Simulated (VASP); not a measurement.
Set up this calculation in VASP 6.6.1, as the native input.

- Task: single point
- Functional: PBE
- Potentials or basis: VASP PAW PBE potentials, release 64 (Al, N)
- Cutoff: 520 eV
- k mesh: 6 × 6 × 6
- Occupations: gaussian, width 0.05 eV
- Spin: no spin polarisation
- Dipole correction: no
- Further INCAR settings: ALGO = Normal; EDIFF = 1e-06; NBANDS = 26

The structure of AlN lies in POSCAR:

```
AlN
1.0
    3.9410569430      0.0565654245     -0.0139212724
   -0.0565654245     -4.5980132297      0.0258720905
    0.0139212724      0.0258720905     -4.3414736516
Al N
4 4
Direct
    0.5367988905      0.4918629198      0.9431267420
   -0.0161003745     -0.0260392618      1.0360272240
   -0.0065668998      0.5459714645      0.4800005681
    0.4757109303     -0.0122425100      0.5032092293
    0.7627493772      0.7487513380      0.7889491001
    0.2376967455      0.2014255429      0.7375781331
    0.2302806785      0.7911191929      0.2524409745
    0.7794306523      0.2591513138      0.2586680289
```

This cell differs from its parent crystal: atoms moved at random and the cell strained at random.

One way to write it, as run:

INCAR

```
PREC = Accurate
ENCUT = 520
EDIFF = 1E-6
ISMEAR = 0
SIGMA = 0.05
LREAL = F
LASPH = T
NELM = 80
ALGO = Normal
ISIF = 2
LWAVE = F
LCHARG = T
GGA = PE
LELF = T
LVHAR = T
NBANDS = 26
```

KPOINTS

```
Automatic mesh
0
Gamma
  6 6 6
```

Potentials or basis: VASP PAW PBE potentials, release 64 (Al, N).

Launch:

```sh
$ cat potpaw_PBE.64/Al/POTCAR potpaw_PBE.64/N/POTCAR > POTCAR
$ mpirun -np 1 vasp_std > vasp.out
```

It gave:

| Item | Value |
| --- | --- |
| Pressure | 34.5 GPa |
| Largest force | 9.540 eV/Å |
| Band gap on the k mesh | 1.46 eV (least direct gap 1.71 eV) |

Caveat: the cell differs from its parent crystal (atoms moved at random and the cell strained at random); the cell stands under pressure; forces of over 1 eV/Å act on the atoms, so gaps and moduli don't describe the material at rest.

It took 5.1 min on 1 thread of Intel Xeon 8259CL, on a shared host, peak memory 0.29 GiB.
